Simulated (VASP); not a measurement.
Set up this calculation in VASP 6.6.1, as the native input.

| Item | Value |
| --- | --- |
| Task | relaxation of cell and atoms |
| Functional | r2SCAN |
| Potentials or basis | VASP PAW PBE potentials, release 64 (Ba_sv, Hf_pv, O) |
| Cutoff | 600 eV |
| k mesh | 6 × 6 × 6 |
| Occupations | gaussian, width 0.02 eV |
| Spin | no spin polarisation |
| Dipole correction | no |
| Further INCAR settings | ALGO = Normal; EDIFF = 1e-06; IBRION = 2; EDIFFG = -0.002; NSW = 100; ISIF = 3 |

Crystal: BaHfO3 (kscan).

```
Ba Hf O
1.0
     4.16984    0.00000    0.00000
     0.00000    4.16984    0.00000
     0.00000    0.00000    4.16984
Ba Hf O
1 1 3
Direct
  0.50000 0.50000 0.50000
  0.00000 0.00000 0.00000
  0.00000 0.50000 0.00000
  0.50000 0.00000 0.00000
  0.00000 0.00000 0.50000
```

The input as run:

POSCAR

```
BaHfO3
1.0
    4.1698367400      0.0000000000      0.0000000000
    0.0000000000      4.1698367400      0.0000000000
    0.0000000000      0.0000000000      4.1698367400
Ba Hf O
1 1 3
Direct
    0.5000000000      0.5000000000      0.5000000000
    0.0000000000      0.0000000000      0.0000000000
    0.0000000000      0.5000000000      0.0000000000
    0.5000000000      0.0000000000      0.0000000000
    0.0000000000      0.0000000000      0.5000000000
```

INCAR.step1

```
PREC     = Accurate       # precision mode
ENCUT    = 600            # plane-wave cutoff, eV
ISMEAR   = 0              # smearing method
SIGMA    = 0.02           # smearing width, eV
LREAL    = False          # projectors in reciprocal space
LASPH    = True           # aspherical terms in the spheres
NELM     = 60             # most SCF steps
GGA      = PE             # functional
ALGO     = Normal         # electronic algorithm
EDIFF    = 1E-4           # SCF threshold, eV
LWAVE    = True           # write WAVECAR
LCHARG   = False          # write CHGCAR
```

INCAR.step2

```
PREC     = Accurate       # precision mode
ENCUT    = 600            # plane-wave cutoff, eV
EDIFF    = 1E-6           # SCF threshold, eV
ISMEAR   = 0              # smearing method
SIGMA    = 0.02           # smearing width, eV
LREAL    = False          # projectors in reciprocal space
LASPH    = True           # aspherical terms in the spheres
NELM     = 60             # most SCF steps
ALGO     = Normal         # electronic algorithm
ISIF     = 3              # what is computed and relaxed
LWAVE    = False          # write WAVECAR
LCHARG   = False          # write CHGCAR
METAGGA  = R2SCAN         # meta-GGA
LMIXTAU  = True         
IBRION   = 2              # ionic algorithm
NSW      = 100            # ionic steps
EDIFFG   = -0.002         # ionic threshold
ISTART   = 1
```

KPOINTS

```
regular mesh
0
Gamma
  6 6 6
```

Potentials or basis: VASP PAW PBE potentials, release 64 (Ba_sv, Hf_pv, O).

Command:

```bash
$ cat potpaw_PBE.64/Ba_sv/POTCAR potpaw_PBE.64/Hf_pv/POTCAR potpaw_PBE.64/O/POTCAR > POTCAR
$ cp INCAR.step1 INCAR
$ mpirun -np 1 vasp_std > vasp.out
$ cp INCAR.step2 INCAR
$ mpirun -np 1 vasp_std > vasp.out
```

Results of the run:

| Item | Value |
| --- | --- |
| Pressure after relaxing | 0.0 GPa |
| Band gap on the k mesh | 4.12 eV, indirect (least direct gap 4.36 eV) |

Caveat: the relaxation stopped at its first step, so nothing moved; the PAW data sets were made with another functional, which shifts forces and pressure a little; spin-orbit coupling is left out, which moves the levels of the heavy elements.

Wall time 71 s on 1 thread of Intel(R) Xeon(R) 6975P-C (Granite Rapids), with other jobs on the host, peak memory 0.24 GiB.
